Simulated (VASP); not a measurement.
# Mg5Te3 (P-62m) in VASP: notebook

The runs below take Mg5Te3 through single point, with PBE.

All numbers are computed with VASP 6.6.1; they aren't measurements. Logs are shortened: lines on timing, memory, paths and dates and some standing lists are left out, and cuts for length are marked.

**1. The cell of the first run**

It takes space group P-62m (No. 189, hexagonal). The conventional cell has a = 7.644 Å, b = 7.644 Å, c = 4.090 Å, α = 90.00°, β = 90.00°, γ = 120.00°. Within 4.0 Å of Mg (site symmetry -6) lie 3 Mg at 3.07 Å and 6 Te at 3.16 Å. Within 3.8 Å of Mg (site symmetry m2m) lie 4 Mg at 2.92 to 3.07 Å and 6 Te at 3.22 to 3.72 Å. Te (site symmetry m2m) has 10 Mg at 3.16 to 3.72 Å and 6 Te at 4.09 to 4.18 Å within 4.2 Å.

**2. Single point, PBE**

File INCAR:

```
ALGO = Normal
EDIFF = 1E-6
ENCUT = 520
GGA = PE
ISIF = 2
ISMEAR = 0
LASPH = T
LCHARG = T
LELF = T
LREAL = F
LVHAR = T
LWAVE = F
NBANDS = 24
NELM = 60
PREC = Accurate
SIGMA = 0.2
```

File KPOINTS:

```
k-points
0
Gamma
  3 3 4
```

File POSCAR:

```
Mg5Te3
1.0
    7.6436621727     -0.0000000029      0.0000000000
   -3.8218310838      6.6196056210      0.0000000000
    0.0000000000      0.0000000000      4.0898639093
Mg Te
5 3
Direct
    0.6666666667      0.3333333333      0.5000000000
    0.3333333333      0.6666666667      0.5000000000
    0.0000000000      0.2201830449      0.5000000000
    0.2201830449      0.0000000000      0.5000000000
    0.7798169551      0.7798169551      0.5000000000
    0.0000000000      0.6271527580      0.0000000000
    0.3728472420      0.3728472420      0.0000000000
    0.6271527580      0.0000000000      0.0000000000
```

Potentials or basis: VASP PAW PBE potentials, release 64 (Mg, Te).

Command:

```
cat potpaw_PBE.64/Mg/POTCAR potpaw_PBE.64/Te/POTCAR > POTCAR
mpirun -np 1 vasp_std > vasp.out
```

OUTCAR:

```text
EDIFF = 1E-6
   ENCUT = 520
   GGA = PE
   ISIF = 2
   ISMEAR = 0
   LASPH = T
   LREAL = F
   NELM = 60
   PREC = Accurate

 ion  position               nearest neighbor table
   1  0.667  0.333  0.500-   3 3.07   4 3.07   5 3.07   8 3.16   8 3.16   6 3.16   6 3.16   7 3.16
                             7 3.16
   2  0.333  0.667  0.500-   4 3.07   3 3.07   5 3.07   6 3.16   6 3.16   8 3.16   8 3.16   7 3.16
                             7 3.16
   3  0.000  0.220  0.500-   4 2.92   5 2.92   1 3.07   2 3.07   7 3.22   7 3.22   8 3.22   8 3.22

   4  0.220  0.000  0.500-   3 2.92   5 2.92   2 3.07   1 3.07   7 3.22   7 3.22   6 3.22   6 3.22

   5  0.780  0.780  0.500-   4 2.92   3 2.92   2 3.07   1 3.07   6 3.22   6 3.22   8 3.22   8 3.22

   6  0.000  0.627  0.000-   2 3.16   2 3.16   1 3.16   1 3.16   5 3.22   5 3.22   4 3.22   4 3.22

   7  0.373  0.373  0.000-   1 3.16   1 3.16   2 3.16   2 3.16   3 3.22   3 3.22   4 3.22   4 3.22

   8  0.627  0.000  0.000-   1 3.16   1 3.16   2 3.16   2 3.16   5 3.22   5 3.22   3 3.22   3 3.22

  LATTYP: Found a hexagonal cell.
 ALAT       =     7.6436621727
 C/A-ratio  =     0.5350660216

  Lattice vectors:

 A1 = (   7.6436621727,  -0.0000000029,   0.0000000000)
 A2 = (  -3.8218310838,   6.6196056210,   0.0000000000)
 A3 = (   0.0000000000,   0.0000000000,   4.0898639093)

Analysis of symmetry for initial positions (statically):
=====================================================================
 Subroutine PRICEL returns:
 Original cell was already a primitive cell.

 Routine SETGRP: Setting up the symmetry group for a
 hexagonal supercell.

 Subroutine GETGRP returns: Found 12 space group operations
 (whereof 12 operations were pure point group operations)
 out of a pool of 24 trial point group operations.

The static configuration has the point symmetry D_3h.

Analysis of symmetry for dynamics (positions and initial velocities):
=====================================================================
 Subroutine PRICEL returns:
 Original cell was already a primitive cell.

 Routine SETGRP: Setting up the symmetry group for a
 hexagonal supercell.

 Subroutine GETGRP returns: Found 12 space group operations
 (whereof 12 operations were pure point group operations)
 out of a pool of 24 trial point group operations.

The dynamic configuration has the point symmetry D_3h.

 Subroutine INISYM returns: Found 12 space group operations
 (whereof 12 operations are pure point group operations),
 and found     1 'primitive' translations

----------------------------------------------------------------------------------------

                                     Primitive cell

  volume of cell :     206.9391

  direct lattice vectors                    reciprocal lattice vectors
     7.643662173 -0.000000003  0.000000000     0.130827341  0.075533201  0.000000000
    -3.821831084  6.619605621  0.000000000     0.000000000  0.151066401  0.000000000
     0.000000000  0.000000000  4.089863909     0.000000000  0.000000000  0.244506913

  length of vectors
     7.643662173  7.643662173  4.089863909     0.151066401  0.151066401  0.244506913

  position of ions in fractional coordinates (direct lattice)
     0.666666667  0.333333333  0.500000000
     0.333333333  0.666666667  0.500000000
     0.000000000  0.220183045  0.500000000
     0.220183045  0.000000000  0.500000000
     0.779816955  0.779816955  0.500000000
     0.000000000  0.627152758  0.000000000
     0.372847242  0.372847242  0.000000000
     0.627152758  0.000000000  0.000000000

  ion indices of the primitive-cell ions
   primitive index   ion index
                 1           1
                 2           2
                 3           3
                 4           4
                 5           5
                 6           6
                 7           7
                 8           8

----------------------------------------------------------------------------------------

 KPOINTS: k-points

Automatic generation of k-mesh.
 Grid dimensions read from file:
 generate k-points for:    3    3    4

 Generating k-lattice:

  Cartesian coordinates                     Fractional coordinates (reciprocal lattice)
     0.043609114  0.025177734  0.000000000     0.333333333  0.000000000  0.000000000
     0.000000000  0.050355467  0.000000000    -0.000000000  0.333333333  0.000000000
     0.000000000  0.000000000  0.061126728     0.000000000  0.000000000  0.250000000

  Length of vectors
     0.050355467  0.050355467  0.061126728

  Shift w.r.t. Gamma in fractional coordinates (k-lattice)
     0.000000000  0.000000000  0.000000000

 Subroutine IBZKPT returns following result:
 ===========================================

 Found      9 irreducible k-points:

 Following reciprocal coordinates:
            Coordinates               Weight
  0.000000  0.000000  0.000000      1.000000
  0.333333  0.000000  0.000000      6.000000
  0.333333  0.333333  0.000000      2.000000
  0.000000  0.000000  0.250000      2.000000
  0.333333  0.000000  0.250000     12.000000
  0.333333  0.333333  0.250000      4.000000
  0.000000  0.000000  0.500000      1.000000
  0.333333  0.000000  0.500000      6.000000
  0.333333  0.333333  0.500000      2.000000
   k-points           NKPTS =      9   k-points in BZ     NKDIM =      9   number of bands    NBANDS=     24
   number of dos      NEDOS =    301   number of ions     NIONS =      8
   total plane-waves  NPLWV = 108000
   dimension x,y,z NGX =    60 NGY =   60 NGZ =   30
   dimension x,y,z NGXF=   120 NGYF=  120 NGZF=   60
   ions per type =               5   3
   NGX,Y,Z   is equivalent  to a cutoff of  13.05, 13.05, 12.19 a.u.
   NGXF,Y,Z  is equivalent  to a cutoff of  26.10, 26.10, 24.39 a.u.
 SYSTEM =  unknown system
   PREC   = accura    normal or accurate (medium, high low for compatibility)
   ISTART =      0    job   : 0-new  1-cont  2-samecut
   ICHARG =      2    charge: 1-file 2-atom 10-const
   ISPIN  =      1    spin polarized calculation?
   LNONCOLLINEAR =      F non collinear calculations
   LSORBIT =      F    spin-orbit coupling
   LASPH  =      T    aspherical Exc in radial PAW
   ENCUT  =  520.0 eV  38.22 Ry    6.18 a.u.  14.21 14.21  7.60*2*pi/ulx,y,z
   NELM   =     60;   NELMIN=  2; NELMDL= -5     # of ELM steps
   EDIFF  = 0.1E-05   stopping-criterion for ELM
   LREAL  =      F    real-space projection
   EDIFFG = 0.1E-04   stopping-criterion for IOM
   NSW    =      0    number of steps for IOM
   IBRION =     -1    ionic relax: 0-MD 1-quasi-New 2-CG
   NFREE  =      0    steps in history (QN), initial steepest desc. (CG)
   ISIF   =      2    stress and relaxation
   ISYM   =      2    0-nonsym 1-usesym 2-fastsym
   POTIM  = 0.5000    time-step for ionic-motion
   TEBEG  =    0.0;   TEEND  =   0.0 temperature during run
   PSTRESS=    0.0 pullay stress
   NELECT =      28.0000    total number of electrons
   NUPDOWN=      -1.0000    fix difference up-down
   EMIN   =  10.00;   EMAX   =-10.00  energy-range for DOS
   EFERMI =   0.00;   METHOD = LEGACY
   ISMEAR =     0;   SIGMA  =   0.20  broadening in eV -4-tet -1-fermi 0-gaus
   EFERMI_NEDOS =   21; number of points for ismear=-14 and -15
   IALGO  =     38    algorithm
   IMIX   =      4    mixing-type and parameters
     AMIX     =   0.40;   BMIX     =  1.00
     AMIX_MAG =   1.60;   BMIX_MAG =  1.00
  volume/ion in A,a.u.               =      25.87       174.56
  Fermi-wavevector in a.u.,A,eV,Ry     =   0.840453  1.588226  9.610625  0.706361
  Thomas-Fermi vector in A             =   1.954837
   LORBIT       =      0    0 simple, 1 ext, 2 COOP (PROOUT), +10 PAW based schemes
   GGA     = PE    functional components
   LHFCALC =     F    Hartree Fock is set to
   AEXX    =    0.0000 exact exchange contribution
   IVDW    =     0    specifies the selected vdW correction
   LEPSILON=     F    determine dielectric tensor
   LRPA    =     F    only Hartree local field effects (RPA)
 non-spin polarized calculation
 Gauss-broadening in eV      SIGMA  =   0.20
  energy-cutoff  :      520.00
  volume of cell :      206.94
 maximum number of plane-waves:      5613
 NGX is ok and might be reduce to    60
   NGX = 29   NGY = 29   NGZ = 15

 number of electron      28.0000000 magnetization

 Free energy of the ion-electron system (eV)
  ---------------------------------------------------
  ext. energy  EPLUGINS =         0.00000000
  ---------------------------------------------------
  free energy    TOTEN  =       -19.31388952 eV

  energy without entropy =      -19.24282271  energy(sigma->0) =      -19.27835612

 E-fermi :   4.9463     XC(G=0):  -8.9396

 val. band max:        4.7287009980   @ k =   0.3333   0.0000   0.0000
 cond. band min:       4.9673455460   @ k =   0.3333   0.0000   0.2500
 fundamental gap:      0.2386445480
 Fermi energy:         4.9463121840

 k-point     1 :       0.0000    0.0000    0.0000
  band No.  band energies     occupation
      1      -7.2758      2.00000
      2      -6.4738      2.00000
      3      -6.4738      2.00000
      4      -0.6068      2.00000
      5      -0.0695      2.00000
      6      -0.0695      2.00000
[... 16 lines left out ...]
     23       8.5230      0.00000
     24       8.7924      0.00000

 k-point     2 :       0.3333    0.0000    0.0000
  band No.  band energies     occupation
      1      -7.0978      2.00000
      2      -6.6660      2.00000
      3      -6.5306      2.00000
      4      -0.8066      2.00000
      5      -0.2867      2.00000
      6       0.9545      2.00000
[... 16 lines left out ...]
     23       8.9887      0.00000
     24       9.0657      0.00000
[... 160 lines left out ...]
     23       8.9661      0.00000
     24       9.2850      0.00000

 k-point     9 :       0.3333    0.3333    0.5000
  band No.  band energies     occupation
      1      -6.2829      2.00000
      2      -6.2829      2.00000
      3      -6.0692      2.00000
      4      -0.6420      2.00000
      5      -0.6420      2.00000
      6      -0.3861      2.00000
[... 16 lines left out ...]
     23       7.6921      0.00000
     24       7.6921      0.00000

------------------------ aborting loop because EDIFF is reached ----------------------------------------

  FORCE on cell =-STRESS in cart. coord.  units (eV):
  Direction    XX          YY          ZZ          XY          YZ          ZX
  --------------------------------------------------------------------------------------
  -------------------------------------------------------------------------------------
  Total        0.3215467      0.3215467     -0.5042615      0.0000000     -0.0000000      0.0000000
  in kB        2.4895000      2.4895000     -3.9041267      0.0000000     -0.0000000      0.0000000
  external PRESSURE =       0.3582911 kB  Pullay stress =       0.0000000 kB

 VOLUME and BASIS-vectors are now :
 -----------------------------------------------------------------------------
  energy-cutoff  :      520.00
  volume of cell :      206.94
      direct lattice vectors                 reciprocal lattice vectors
     7.643662173 -0.000000003  0.000000000     0.130827341  0.075533201  0.000000000
    -3.821831084  6.619605621  0.000000000     0.000000000  0.151066401  0.000000000
     0.000000000  0.000000000  4.089863909     0.000000000  0.000000000  0.244506913

 POSITION                                       TOTAL-FORCE (eV/Angst)
 -----------------------------------------------------------------------------------
      3.82183      2.20654      2.04493        -0.000000      0.000000     -0.000000
      0.00000      4.41307      2.04493         0.000000      0.000000     -0.000000
     -0.84150      1.45752      2.04493         0.007870     -0.013631     -0.000000
      1.68300     -0.00000      2.04493        -0.015740      0.000000      0.000000
      2.98033      5.16208      2.04493         0.007870      0.013631     -0.000000
     -2.39687      4.15150      0.00000         0.013194     -0.022853     -0.000000
      1.42496      2.46810      0.00000         0.013194      0.022853      0.000000
      4.79374     -0.00000      0.00000        -0.026389      0.000000     -0.000000
 -----------------------------------------------------------------------------------
    total drift:                               -0.000000     -0.000000      0.000000

  FREE ENERGIE OF THE ION-ELECTRON SYSTEM (eV)
  ---------------------------------------------------
  free  energy   TOTEN  =       -19.3138895249 eV

  energy  without entropy=      -19.2428227070  energy(sigma->0) =      -19.27835612
```

It took 35 s on 1 thread of Intel Xeon 6975P-C (Granite Rapids), shared host; peak memory 0.32 GiB.

Results:

```
Free energy            : -19.3139 eV
Pressure               : 0.0 GPa
Largest force          : 0.026 eV/Å
Band gap on the k mesh : zero (band 14 reaches 6.25 eV, above the bottom of band 15 at 3.66 eV)
```

Forces in eV/Å, atoms in the order of the input:
```
Mg   0.000  0.000  0.000
Mg   0.000  0.000  0.000
Mg   0.008 -0.014  0.000
Mg  -0.016  0.000  0.000
Mg   0.008  0.014  0.000
Te   0.013 -0.023  0.000
Te   0.013  0.023  0.000
Te  -0.026  0.000  0.000
```

Caveat: the k points lie up to 0.38 Å⁻¹ apart; spin-orbit coupling is left out, which moves the levels of the heavy elements.

**3. Single point, PBE**

This run uses another cell than the first one, of 25.55 Å³/atom, 0.988 times its volume.

File INCAR:

```
SYSTEM = Mg5Te3
ALGO = Fast ; EDIFF = 1E-7
ENCUT = 520 ; GGA = PE
ISIF = 2 ; ISMEAR = 0
LASPH = .TRUE. ; LCHARG = .FALSE.
LREAL = .FALSE. ; LWAVE = .FALSE.
NBANDS = 24 ; NELM = 80
PREC = Accurate ; SIGMA = 0.1
```

File KPOINTS:

```
k-points
0
G
  6 6 8
  0 0 0
```

File POSCAR:

```
Mg5Te3
1.0
    7.6953939971      0.0000000000      0.0000000000
   -3.8476969986      6.6644066936      0.0000000000
    0.0000000000      0.0000000000      3.9857505907
Mg Te
5 3
Direct
    0.6666666667      0.3333333333      0.5000000000
    0.3333333333      0.6666666667      0.5000000000
    0.0000000000      0.2196663083      0.5000000000
    0.2196663083      0.0000000000      0.5000000000
    0.7803336917      0.7803336917      0.5000000000
    0.0000000000      0.6238141287      0.0000000000
    0.3761858713      0.3761858713      0.0000000000
    0.6238141287      0.0000000000      0.0000000000
```

Potentials or basis: VASP PAW PBE potentials, release 64 (Mg, Te).

Command:

```
cat potpaw_PBE.64/Mg/POTCAR potpaw_PBE.64/Te/POTCAR > POTCAR
mpirun -np 1 vasp_std > vasp.out
```

Run time: 2.1 min. Hardware: 1 thread of Intel Xeon 6975P-C (Granite Rapids), shared host; peak memory 0.41 GiB.

It converged, with:

```yaml
Free_energy: -19.4899 eV
Pressure: -0.1 GPa
Largest_force: 0.003 eV/Å
Band_gap_on_the_k_mesh: zero (band 14 reaches 6.37 eV, above the bottom of band 15 at 3.73 eV)
```

Forces in eV/Å, atoms in the order of the input:
```
Mg   0.000  0.000  0.000
Mg   0.000  0.000  0.000
Mg  -0.002  0.003  0.000
Mg   0.003  0.000  0.000
Mg  -0.002 -0.003  0.000
Te   0.000  0.001  0.000
Te   0.000 -0.001  0.000
Te   0.001  0.000  0.000
```

Levels at points of the mesh, in eV from the Fermi level:
| k point | band 12 | band 13 | band 14 | band 15 | band 16 | band 17 |
| --- | --- | --- | --- | --- | --- | --- |
| (0.00, 0.00, 0.00) | -1.23 | -1.23 | 1.27 | 1.68 | 1.68 | 2.55 |
| (0.50, 0.00, 0.00) | -1.31 | -1.14 | -0.10 | 0.42 | 1.06 | 1.30 |
| (0.00, 0.00, 0.50) | -1.76 | -1.61 | -1.61 | -1.36 | -1.36 | 1.35 |
| (0.50, 0.00, 0.50) | -2.32 | -1.77 | -0.89 | -0.56 | 0.37 | 0.82 |

Caveat: spin-orbit coupling is left out, which moves the levels of the heavy elements.
